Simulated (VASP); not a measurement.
# Er3RuC (P4/mmm) in VASP: notebook

Er3RuC is run at these levels: PBE; tasks: single point, relaxation of cell and atoms.

Everything below comes from runs of VASP 6.6.1. Logs are shortened: lines on timing, memory, paths and dates and some standing lists are left out, and cuts for length are marked.

### 1 The cell of the first run

Symmetry: P4/mmm, No. 123, tetragonal system. The conventional cell has a = 4.672 Å, b = 4.672 Å, c = 4.748 Å, α = 90.00°, β = 90.00°, γ = 90.00°. Within 3.1 Å of Er (site symmetry mmm) lie 2 Ru at 2.34 Å and 2 C at 2.34 Å. Er (site symmetry 4/mmm) has 2 C at 2.37 Å within 3.1 Å. Within 3.1 Å of Ru (site symmetry 4/mmm) lie 4 Er at 2.34 Å. C (site symmetry 4/mmm) has 6 Er at 2.34 to 2.37 Å within 3.1 Å.

The cell was generated, and may not be a known phase.

### 2 Single point, PBE

INCAR

```
PREC = Accurate
ENCUT = 600
EDIFF = 1E-6
ISMEAR = 0
SIGMA = 0.1
LREAL = False
LASPH = True
NELM = 200
ALGO = Normal
ISIF = 2
LWAVE = False
LCHARG = False
GGA = PE
NBANDS = 30
GGA_COMPAT = False
LMAXMIX = 6
```

KPOINTS

```
regular mesh
0
Gamma
  4 4 4
```

POSCAR

```
Er3RuC
1.0
    4.6720504800      0.0000000000      0.0000000000
    0.0000000000      4.6720504800      0.0000000000
    0.0000000000      0.0000000000      4.7478476300
Er Ru C
3 1 1
Direct
    0.0000000000      0.5000000000      0.5000000000
    0.5000000000      0.0000000000      0.5000000000
    0.5000000000      0.5000000000      0.0000000000
    0.0000000000      0.0000000000      0.5000000000
    0.5000000000      0.5000000000      0.5000000000
```

Potentials or basis: VASP PAW PBE potentials, release 64 (Er_3, Ru_pv, C), 4f in core.

Launch:

```console
$ cat potpaw_PBE.64/Er_3/POTCAR potpaw_PBE.64/Ru_pv/POTCAR potpaw_PBE.64/C/POTCAR > POTCAR
$ mpirun -np 1 vasp_std > vasp.out
```

OUTCAR:

```text
PREC = Accurate
   ENCUT = 600
   EDIFF = 1E-6
   ISMEAR = 0
   LREAL = False
   LASPH = True
   NELM = 200
   ISIF = 2
   GGA = PE

 ion  position               nearest neighbor table
   1  0.000  0.500  0.500-   4 2.34   5 2.34   4 2.34   5 2.34   2 3.30   2 3.30   2 3.30   2 3.30
                             3 3.33   3 3.33   3 3.33   3 3.33
   2  0.500  0.000  0.500-   4 2.34   5 2.34   5 2.34   4 2.34   1 3.30   1 3.30   1 3.30   1 3.30
                             3 3.33   3 3.33   3 3.33   3 3.33
   3  0.500  0.500  0.000-   5 2.37   5 2.37   1 3.33   1 3.33   2 3.33   2 3.33   2 3.33   2 3.33
                             1 3.33   1 3.33
   4  0.000  0.000  0.500-   1 2.34   2 2.34   1 2.34   2 2.34
   5  0.500  0.500  0.500-   1 2.34   2 2.34   2 2.34   1 2.34   3 2.37   3 2.37

  LATTYP: Found a simple tetragonal cell.
 ALAT       =     4.6720504800
 C/A-ratio  =     1.0162235298

  Lattice vectors:

 A1 = (   4.6720504800,   0.0000000000,   0.0000000000)
 A2 = (   0.0000000000,   4.6720504800,   0.0000000000)
 A3 = (   0.0000000000,   0.0000000000,   4.7478476300)

Analysis of symmetry for initial positions (statically):
=====================================================================
 Subroutine PRICEL returns:
 Original cell was already a primitive cell.

 Routine SETGRP: Setting up the symmetry group for a
 simple tetragonal supercell.

 Subroutine GETGRP returns: Found 16 space group operations
 (whereof 16 operations were pure point group operations)
 out of a pool of 16 trial point group operations.

The static configuration has the point symmetry D_4h.

Analysis of symmetry for dynamics (positions and initial velocities):
=====================================================================
 Subroutine PRICEL returns:
 Original cell was already a primitive cell.

 Routine SETGRP: Setting up the symmetry group for a
 simple tetragonal supercell.

 Subroutine GETGRP returns: Found 16 space group operations
 (whereof 16 operations were pure point group operations)
 out of a pool of 16 trial point group operations.

The dynamic configuration has the point symmetry D_4h.

 Subroutine INISYM returns: Found 16 space group operations
 (whereof 16 operations are pure point group operations),
 and found     1 'primitive' translations

----------------------------------------------------------------------------------------

                                     Primitive cell

  volume of cell :     103.6363

  direct lattice vectors                    reciprocal lattice vectors
     4.672050480  0.000000000  0.000000000     0.214038783  0.000000000  0.000000000
     0.000000000  4.672050480  0.000000000     0.000000000  0.214038783  0.000000000
     0.000000000  0.000000000  4.747847630     0.000000000  0.000000000  0.210621755

  length of vectors
     4.672050480  4.672050480  4.747847630     0.214038783  0.214038783  0.210621755

  position of ions in fractional coordinates (direct lattice)
     0.000000000  0.500000000  0.500000000
     0.500000000  0.000000000  0.500000000
     0.500000000  0.500000000  0.000000000
     0.000000000  0.000000000  0.500000000
     0.500000000  0.500000000  0.500000000

  ion indices of the primitive-cell ions
   primitive index   ion index
                 1           1
                 2           2
                 3           3
                 4           4
                 5           5

----------------------------------------------------------------------------------------

 KPOINTS: regular mesh

Automatic generation of k-mesh.
 Grid dimensions read from file:
 generate k-points for:    4    4    4

 Generating k-lattice:

  Cartesian coordinates                     Fractional coordinates (reciprocal lattice)
     0.053509696  0.000000000  0.000000000     0.250000000  0.000000000  0.000000000
     0.000000000  0.053509696  0.000000000     0.000000000  0.250000000  0.000000000
     0.000000000  0.000000000  0.052655439     0.000000000  0.000000000  0.250000000

  Length of vectors
     0.053509696  0.053509696  0.052655439

  Shift w.r.t. Gamma in fractional coordinates (k-lattice)
     0.000000000  0.000000000  0.000000000

 Subroutine IBZKPT returns following result:
 ===========================================

 Found     18 irreducible k-points:

 Following reciprocal coordinates:
            Coordinates               Weight
  0.000000  0.000000  0.000000      1.000000
  0.250000  0.000000  0.000000      4.000000
  0.500000  0.000000  0.000000      2.000000
  0.250000  0.250000  0.000000      4.000000
  0.500000  0.250000  0.000000      4.000000
  0.500000  0.500000  0.000000      1.000000
[... 10 lines left out ...]
  0.500000  0.250000  0.500000      4.000000
  0.500000  0.500000  0.500000      1.000000
   k-points           NKPTS =     18   k-points in BZ     NKDIM =     18   number of bands    NBANDS=     30
   number of dos      NEDOS =    301   number of ions     NIONS =      5
   total plane-waves  NPLWV =  64000
   dimension x,y,z NGX =    40 NGY =   40 NGZ =   40
   dimension x,y,z NGXF=    80 NGYF=   80 NGZF=   80
   ions per type =               3   1   1
   NGX,Y,Z   is equivalent  to a cutoff of  14.23, 14.23, 14.01 a.u.
   NGXF,Y,Z  is equivalent  to a cutoff of  28.47, 28.47, 28.01 a.u.
 SYSTEM =  unknown system
   PREC   = accura    normal or accurate (medium, high low for compatibility)
   ISTART =      0    job   : 0-new  1-cont  2-samecut
   ICHARG =      2    charge: 1-file 2-atom 10-const
   ISPIN  =      1    spin polarized calculation?
   LNONCOLLINEAR =      F non collinear calculations
   LSORBIT =      F    spin-orbit coupling
   LASPH  =      T    aspherical Exc in radial PAW
   ENCUT  =  600.0 eV  44.10 Ry    6.64 a.u.   9.33  9.33  9.48*2*pi/ulx,y,z
   NELM   =    200;   NELMIN=  2; NELMDL= -5     # of ELM steps
   EDIFF  = 0.1E-05   stopping-criterion for ELM
   LREAL  =      F    real-space projection
   EDIFFG = 0.1E-04   stopping-criterion for IOM
   NSW    =      0    number of steps for IOM
   IBRION =     -1    ionic relax: 0-MD 1-quasi-New 2-CG
   NFREE  =      0    steps in history (QN), initial steepest desc. (CG)
   ISIF   =      2    stress and relaxation
   ISYM   =      2    0-nonsym 1-usesym 2-fastsym
   POTIM  = 0.5000    time-step for ionic-motion
   TEBEG  =    0.0;   TEEND  =   0.0 temperature during run
   PSTRESS=    0.0 pullay stress
   NELECT =      45.0000    total number of electrons
   NUPDOWN=      -1.0000    fix difference up-down
   EMIN   =  10.00;   EMAX   =-10.00  energy-range for DOS
   EFERMI =   0.00;   METHOD = LEGACY
   ISMEAR =     0;   SIGMA  =   0.10  broadening in eV -4-tet -1-fermi 0-gaus
   EFERMI_NEDOS =   21; number of points for ismear=-14 and -15
   IALGO  =     38    algorithm
   IMIX   =      4    mixing-type and parameters
     AMIX     =   0.40;   BMIX     =  1.00
     AMIX_MAG =   1.60;   BMIX_MAG =  1.00
  volume/ion in A,a.u.               =      20.73       139.87
  Fermi-wavevector in a.u.,A,eV,Ry     =   1.239677  2.342649 20.909406  1.536798
  Thomas-Fermi vector in A             =   2.374150
   LORBIT       =      0    0 simple, 1 ext, 2 COOP (PROOUT), +10 PAW based schemes
   GGA     = PE    functional components
   LHFCALC =     F    Hartree Fock is set to
   AEXX    =    0.0000 exact exchange contribution
   IVDW    =     0    specifies the selected vdW correction
   LEPSILON=     F    determine dielectric tensor
   LRPA    =     F    only Hartree local field effects (RPA)
 non-spin polarized calculation
 Gauss-broadening in eV      SIGMA  =   0.10
  energy-cutoff  :      600.00
  volume of cell :      103.64
 maximum number of plane-waves:      3480
 NGX is ok and might be reduce to    40
   NGX = 19   NGY = 19   NGZ = 19

 number of electron      45.0000000 magnetization

 Free energy of the ion-electron system (eV)
  ---------------------------------------------------
  ext. energy  EPLUGINS =         0.00000000
  ---------------------------------------------------
  free energy    TOTEN  =       -28.02618475 eV

  energy without entropy =      -28.00754480  energy(sigma->0) =      -28.01686477

 E-fermi :   4.3783     XC(G=0): -10.6167

 val. band max:        4.3597685097   @ k =   0.2500   0.0000   0.2500
 cond. band min:       4.4898687237   @ k =   0.5000   0.0000   0.0000
 fundamental gap:      0.1301002140
 Fermi energy:         4.3782851672

 k-point     1 :       0.0000    0.0000    0.0000
  band No.  band energies     occupation
      1     -37.9674      2.00000
      2     -37.9674      2.00000
      3     -37.3545      2.00000
      4     -20.5153      2.00000
      5     -20.5153      2.00000
      6     -20.3032      2.00000
[... 22 lines left out ...]
     29       9.2358      0.00000
     30       9.3629      0.00000

 k-point     2 :       0.2500    0.0000    0.0000
  band No.  band energies     occupation
      1     -37.9659      2.00000
      2     -37.8957      2.00000
      3     -37.3531      2.00000
      4     -20.5120      2.00000
      5     -20.5043      2.00000
      6     -20.2773      2.00000
[... 22 lines left out ...]
     29       8.2634      0.00000
     30       9.0637      0.00000

 k-point     3 :       0.5000    0.0000    0.0000
  band No.  band energies     occupation
      1     -37.9643      2.00000
      2     -37.8231      2.00000
      3     -37.3517      2.00000
      4     -20.5088      2.00000
      5     -20.4925      2.00000
      6     -20.2498      2.00000
[... 22 lines left out ...]
     29       8.1289      0.00000
     30       8.1564      0.00000

 k-point     4 :       0.2500    0.2500    0.0000
  band No.  band energies     occupation
      1     -37.8944      2.00000
      2     -37.8940      2.00000
      3     -37.3517      2.00000
      4     -20.5053      2.00000
      5     -20.4978      2.00000
      6     -20.2505      2.00000
[... 22 lines left out ...]
     29       8.0393      0.00000
     30       8.8416      0.00000

 k-point     5 :       0.5000    0.2500    0.0000
  band No.  band energies     occupation
      1     -37.8927      2.00000
      2     -37.8217      2.00000
      3     -37.3502      2.00000
      4     -20.4986      2.00000
      5     -20.4892      2.00000
      6     -20.2222      2.00000
[... 22 lines left out ...]
     29       7.3147      0.00000
     30       7.6407      0.00000
[... 328 lines left out ...]
     29       6.8007      0.00000
     30       7.3770      0.00000

 k-point    16 :       0.2500    0.2500    0.5000
  band No.  band energies     occupation
      1     -37.8944      2.00000
      2     -37.8940      2.00000
      3     -37.3520      2.00000
      4     -20.5069      2.00000
      5     -20.5057      2.00000
      6     -20.3604      2.00000
[... 22 lines left out ...]
     29       7.2462      0.00000
     30       7.5935      0.00000

 k-point    17 :       0.5000    0.2500    0.5000
  band No.  band energies     occupation
      1     -37.8927      2.00000
      2     -37.8217      2.00000
      3     -37.3506      2.00000
      4     -20.5400      2.00000
      5     -20.5060      2.00000
      6     -20.4262      2.00000
[... 22 lines left out ...]
     29       7.0082      0.00000
     30       7.0852      0.00000

 k-point    18 :       0.5000    0.5000    0.5000
  band No.  band energies     occupation
      1     -37.8203      2.00000
      2     -37.8203      2.00000
      3     -37.3491      2.00000
      4     -20.5399      2.00000
      5     -20.5399      2.00000
      6     -20.5063      2.00000
[... 22 lines left out ...]
     29       6.7817      0.00000
     30       6.9505      0.00000

------------------------ aborting loop because EDIFF is reached ----------------------------------------

  FORCE on cell =-STRESS in cart. coord.  units (eV):
  Direction    XX          YY          ZZ          XY          YZ          ZX
  --------------------------------------------------------------------------------------
  -------------------------------------------------------------------------------------
  Total       21.5995528     21.5995528      3.7754101      0.0000000     -0.0000000      0.0000000
  in kB      333.9208344    333.9208344     58.3663982      0.0000000     -0.0000000      0.0000000
  external PRESSURE =     242.0693556 kB  Pullay stress =       0.0000000 kB

 VOLUME and BASIS-vectors are now :
 -----------------------------------------------------------------------------
  energy-cutoff  :      600.00
  volume of cell :      103.64
      direct lattice vectors                 reciprocal lattice vectors
     4.672050480  0.000000000  0.000000000     0.214038783  0.000000000  0.000000000
     0.000000000  4.672050480  0.000000000     0.000000000  0.214038783  0.000000000
     0.000000000  0.000000000  4.747847630     0.000000000  0.000000000  0.210621755

 POSITION                                       TOTAL-FORCE (eV/Angst)
 -----------------------------------------------------------------------------------
      0.00000      2.33603      2.37392         0.000000      0.000000      0.000000
      2.33603      0.00000      2.37392         0.000000      0.000000      0.000000
      2.33603      2.33603      0.00000         0.000000      0.000000      0.000000
      0.00000      0.00000      2.37392         0.000000      0.000000      0.000000
      2.33603      2.33603      2.37392         0.000000      0.000000      0.000000
 -----------------------------------------------------------------------------------
    total drift:                               -0.000000     -0.000000     -0.000000

  FREE ENERGIE OF THE ION-ELECTRON SYSTEM (eV)
  ---------------------------------------------------
  free  energy   TOTEN  =       -28.0261847500 eV

  energy  without entropy=      -28.0075447967  energy(sigma->0) =      -28.01686477
```

Wall time 42 s (1 thread of Intel Xeon 6975P-C (Granite Rapids), shared host); peak memory 0.27 GiB.

Results:

```yaml
Free_energy: -28.0262 eV
Pressure: 24.2 GPa
Band_gap_on_the_k_mesh: zero (an odd number of electrons rules out a gap without spin polarisation)
```

Levels at points of the mesh, in eV from the Fermi level:
```csv
k point,band 21,band 22,band 23,band 24,band 25,band 26
"(0.00, 0.00, 0.00)",-0.29,-0.03,-0.03,0.68,0.68,1.27
"(0.50, 0.00, 0.00)",-0.50,0.11,0.34,0.47,0.47,0.58
"(0.50, 0.50, 0.00)",-0.13,-0.12,-0.12,0.34,0.71,2.07
"(0.00, 0.00, 0.50)",-0.99,-0.92,-0.92,0.82,2.54,2.54
"(0.50, 0.00, 0.50)",-0.87,-0.27,0.40,1.34,1.60,2.01
"(0.50, 0.50, 0.50)",-0.69,-0.12,1.58,1.60,1.60,2.15
```

Caveat: the stress differs along the axes, from 6 to 33 GPa; spin-orbit coupling is left out, which moves the levels of the heavy elements; the 4f electrons are frozen in the core, so they carry no moment and show no levels. Spin polarisation is off, so any magnetic state and its effect on volume and gap are missing.

(Part 1 of 3 ends here.)

The gap in the log of VASP goes by the Fermi energy; the results here count the filled bands.